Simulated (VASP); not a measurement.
# TaS2 (P-3m1) in VASP: notebook, part 2 of 2

VASP 6.6.1. Earlier steps stand in the parts before.

### Step 3. Single point, PBE

This run uses another cell than the first one, of 18.89 Å³/atom.

INCAR reads:

```
PREC = Accurate
ENCUT = 500
EDIFF = 1E-6
ISMEAR = 0
SIGMA = 0.1
LREAL = False
LASPH = True
NELM = 120
ALGO = Normal
ISIF = 2
LWAVE = False
LCHARG = False
GGA = PE
NBANDS = 18
GGA_COMPAT = False
```

KPOINTS reads:

```
Automatic mesh
0
Gamma
  6 6 4
```

POSCAR reads:

```
TaS2
1.0
    3.2984527072      0.0000000000      0.0000000000
   -1.6492263536      2.8565438376      0.0000000000
    0.0000000000      0.0000000000      6.0140832313
Ta S
1 2
Direct
    0.0000000000      0.0000000000      0.0000000000
    0.6666666667      0.3333333333      0.7542821200
    0.3333333333      0.6666666667      0.2457178800
```

Potentials or basis: VASP PAW PBE potentials, release 64 (Ta_pv, S).

Run with:

```bash
$ cat potpaw_PBE.64/Ta_pv/POTCAR potpaw_PBE.64/S/POTCAR > POTCAR
$ mpirun -np 1 vasp_std > vasp.out
```

Run time: 10 s. Hardware: 1 thread of Intel Xeon 6975P-C (Granite Rapids), shared host; peak memory 0.18 GiB.

Results (log left out):

| Item | Value |
| --- | --- |
| Free energy | -22.9371 eV |
| Pressure | 12.7 GPa |
| Largest force | 1.451 eV/Å |
| Band gap on the k mesh | zero (an odd number of electrons rules out a gap without spin polarisation) |

Forces in eV/Å, atoms in the order of the input:
```
Ta   0.000  0.000  0.000
S    0.000  0.000 -1.451
S    0.000  0.000  1.451
```

Stress tensor (GPa, compression positive):
```
12.41  0.00  0.00
 0.00 12.41  0.00
 0.00  0.00 13.23
```

Levels at points of the mesh, in eV from the Fermi level:
```
           k point  band 9  band 10  band 11  band 12  band 13  band 14
(0.00, 0.00, 0.00)   -1.65    -0.72    -0.72     0.05     0.05     0.09
(0.50, 0.00, 0.00)   -4.15    -3.46    -2.18    -0.96     2.66     3.29
(0.00, 0.00, 0.50)   -3.64    -0.82    -0.82     0.03     0.03     1.13
(0.50, 0.00, 0.50)   -4.25    -2.44    -1.96    -1.40     2.66     3.28
```

Caveat: the k points lie up to 0.37 Å⁻¹ apart, too coarse for converged energies and pressures of a metal; spin-orbit coupling is left out, which moves the levels of the heavy elements; this functional lacks dispersion, which binds the layers, so the pressure and a relaxed spacing across them are unreliable; forces of over 1 eV/Å act on the atoms, so gaps and moduli don't describe the material at rest.

### Step 4. Single point, revPBE

INCAR reads:

```
SYSTEM = TaS2
ALGO = Normal
EDIFF = 1E-6
ENCUT = 500
GGA = RE
GGA_COMPAT = .FALSE.
ISIF = 2
ISMEAR = 0
LASPH = .TRUE.
LCHARG = .TRUE.
LELF = .TRUE.
LREAL = .FALSE.
LVHAR = .TRUE.
LWAVE = .FALSE.
NBANDS = 18
NELM = 120
PREC = Accurate
SIGMA = 0.1
```

KPOINTS reads:

```
k-points
0
G
  6 6 4
  0 0 0
```

POSCAR reads:

```
TaS2
1.0
    3.3828573416      0.0000000000      0.0000000000
   -1.6914286708      2.9296403952      0.0000000000
    0.0000000000      0.0000000000      6.1679785700
Ta S
1 2
Direct
    0.0000000000      0.0000000000      0.0000000000
    0.6666666667      0.3333333333      0.7542821200
    0.3333333333      0.6666666667      0.2457178800
```

Run with:

```bash
$ cat potpaw_PBE.64/Ta_pv/POTCAR potpaw_PBE.64/S/POTCAR > POTCAR
$ mpirun -np 1 vasp_std > vasp.out
```

Wall time 18 s (1 thread of Intel Xeon 6975P-C (Granite Rapids), shared host); peak memory 0.19 GiB.

Results (log left out):

```yaml
Free_energy: -22.1248 eV
Pressure: 3.2 GPa
Largest_force: 0.199 eV/Å
Band_gap_on_the_k_mesh: zero (an odd number of electrons rules out a gap without spin polarisation)
```

Forces in eV/Å, atoms in the order of the input:
```
Ta   0.000  0.000  0.000
S    0.000  0.000 -0.199
S    0.000  0.000  0.199
```

Stress tensor (GPa, compression positive):
```
2.94 0.00 0.00
0.00 2.94 0.00
0.00 0.00 3.69
```

Levels at points of the mesh, in eV from the Fermi level:
```tsv
k point	band 7	band 8	band 9	band 10	band 11	band 12	band 13	band 14	band 15	band 16
(0.00, 0.00, 0.00)	-4.00	-4.00	-1.69	-0.86	-0.86	0.06	0.06	0.14	3.81	3.81
(0.50, 0.00, 0.00)	-4.66	-4.41	-3.95	-3.35	-2.20	-0.93	2.35	2.90	4.35	4.72
(0.00, 0.00, 0.50)	-3.98	-3.98	-3.41	-0.95	-0.95	0.04	0.04	0.92	4.07	4.07
(0.50, 0.00, 0.50)	-5.09	-4.36	-4.03	-2.48	-2.02	-1.25	2.35	2.89	4.27	4.48
```

Caveat: the cell stands under pressure; the PAW data sets were made with another functional, which shifts forces and pressure a little; spin-orbit coupling is left out, which moves the levels of the heavy elements; this functional lacks dispersion, which binds the layers, so the pressure and a relaxed spacing across them are unreliable.

### Step 5. Single point, PBE

INCAR reads:

```
SYSTEM = TaS2
ALGO = Normal ; EDIFF = 1E-6
ENCUT = 500 ; GGA = PE
GGA_COMPAT = .False. ; ISIF = 2
ISMEAR = 0 ; LASPH = .True.
LCHARG = .False. ; LREAL = .False.
LWAVE = .False. ; NBANDS = 18
NELM = 120 ; PREC = Accurate
SIGMA = 0.1
```

KPOINTS reads:

```
k-points
0
Gamma
  6 6 4
  0 0 0
```

POSCAR is that of step 4.

Potentials or basis: VASP PAW PBE potentials, release 64 (Ta_pv, S).

Run with:

```bash
$ cat potpaw_PBE.64/Ta_pv/POTCAR potpaw_PBE.64/S/POTCAR > POTCAR
$ mpirun -np 1 vasp_std > vasp.out
```

OUTCAR:

```text
SYSTEM = TaS2
   EDIFF = 1E-6
   ENCUT = 500
   GGA = PE
   ISIF = 2
   ISMEAR = 0
   LASPH = .True.
   LREAL = .False.
   NELM = 120
   PREC = Accurate

 ion  position               nearest neighbor table
   1  0.000  0.000  0.000-   2 2.47   3 2.47   3 2.47   2 2.47   2 2.47   3 2.47
   2  0.667  0.333  0.754-   1 2.47   1 2.47   1 2.47
   3  0.333  0.667  0.246-   1 2.47   1 2.47   1 2.47

  LATTYP: Found a hexagonal cell.
 ALAT       =     3.3828573416
 C/A-ratio  =     1.8233043688

  Lattice vectors:
[... 693 lines left out ...]

  FORCE on cell =-STRESS in cart. coord.  units (eV):
  Direction    XX          YY          ZZ          XY          YZ          ZX
  --------------------------------------------------------------------------------------
  -------------------------------------------------------------------------------------
  Total        0.4544861      0.4544861      0.7070367     -0.0000000      0.0000000      0.0000000
  in kB       11.9121548     11.9121548     18.5315465     -0.0000000      0.0000000      0.0000000
  external PRESSURE =      14.1186187 kB  Pullay stress =       0.0000000 kB

 VOLUME and BASIS-vectors are now :
 -----------------------------------------------------------------------------
  energy-cutoff  :      500.00
  volume of cell :       61.13
      direct lattice vectors                 reciprocal lattice vectors
     3.382857342  0.000000000  0.000000000     0.295608091  0.170669411  0.000000000
    -1.691428671  2.929640395  0.000000000     0.000000000  0.341338822  0.000000000
     0.000000000  0.000000000  6.167978570     0.000000000  0.000000000  0.162127671

 POSITION                                       TOTAL-FORCE (eV/Angst)
 -----------------------------------------------------------------------------------
      0.00000      0.00000      0.00000         0.000000      0.000000      0.000000
      1.69143      0.97655      4.65240         0.000000      0.000000     -0.146737
     -0.00000      1.95309      1.51558        -0.000000     -0.000000      0.146737
 -----------------------------------------------------------------------------------
    total drift:                                0.000000     -0.000000      0.000000

  FREE ENERGIE OF THE ION-ELECTRON SYSTEM (eV)
  ---------------------------------------------------
  free  energy   TOTEN  =       -23.1252633554 eV

  energy  without entropy=      -23.1099567950  energy(sigma->0) =      -23.11761008
```

stdout:

```text
POSCAR found type information on POSCAR TaS
 POSCAR found :  2 types and       3 ions
 scaLAPACK will be used
 LDA part: xc-table for (Slater+PW92), standard interpolation
 POSCAR, INCAR and KPOINTS ok, starting setup
 FFT: planning ... GRIDC
 FFT: planning ... GRID_SOFT
 FFT: planning ... GRID
 WAVECAR not read
 entering main loop
```

Wall time 17 s (1 thread of Intel Xeon 6975P-C (Granite Rapids), shared host); peak memory 0.19 GiB.

Results:

```yaml
Free_energy: -23.1253 eV
Pressure: 1.4 GPa
Largest_force: 0.147 eV/Å
Band_gap_on_the_k_mesh: zero (an odd number of electrons rules out a gap without spin polarisation)
```

Forces on the atoms (eV/Å):
```
Ta   0.000  0.000  0.000
S    0.000  0.000 -0.147
S    0.000  0.000  0.147
```

Levels at points of the mesh, in eV from the Fermi level:
```csv
k point,band 7,band 8,band 9,band 10,band 11,band 12,band 13,band 14,band 15,band 16
"(0.00, 0.00, 0.00)",-3.99,-3.99,-1.65,-0.83,-0.83,0.06,0.06,0.13,3.83,3.83
"(0.50, 0.00, 0.00)",-4.64,-4.39,-3.93,-3.34,-2.18,-0.92,2.35,2.89,4.29,4.74
"(0.00, 0.00, 0.50)",-3.97,-3.97,-3.43,-0.92,-0.92,0.04,0.04,0.93,4.09,4.09
"(0.50, 0.00, 0.50)",-5.08,-4.34,-4.01,-2.45,-1.99,-1.25,2.34,2.88,4.27,4.43
```

Caveat: spin-orbit coupling is left out, which moves the levels of the heavy elements; this functional lacks dispersion, which binds the layers, so the pressure and a relaxed spacing across them are unreliable.

### Step 6. The runs side by side

```tsv
level	cell	gap on the mesh (eV)	pressure (GPa)	largest force (eV/Å)
PBE	a = 3.298, b = 3.298, c = 6.014 Å, angles 90.0, 90.0, 120.0°, 3 atoms	none	12.7	1.45
revPBE	a = 3.383, b = 3.383, c = 6.168 Å, angles 90.0, 90.0, 120.0°, 3 atoms	none	3.2	0.20
PBE	a = 3.383, b = 3.383, c = 6.168 Å, angles 90.0, 90.0, 120.0°, 3 atoms	none	1.4	0.15
```

Alike in all rows: task single point; potentials or basis VASP PAW PBE potentials, release 64 (Ta_pv, S); no spin polarisation; k mesh 6 × 6 × 4; cutoff (eV) 500; smearing gaussian 0.1 eV.

Caveats: some runs use coarse meshes; spin-orbit coupling is left out, which moves the levels of the heavy elements; this functional lacks dispersion, which binds the layers, so the pressure and a relaxed spacing across them are unreliable; forces of over 1 eV/Å act on the atoms, so gaps and moduli don't describe the material at rest (at least some runs); the cell stands under pressure (at least some runs); the PAW data sets were made with another functional, which shifts forces and pressure a little (at least some runs).

Absolute energies hang on the potentials; compare differences alone.
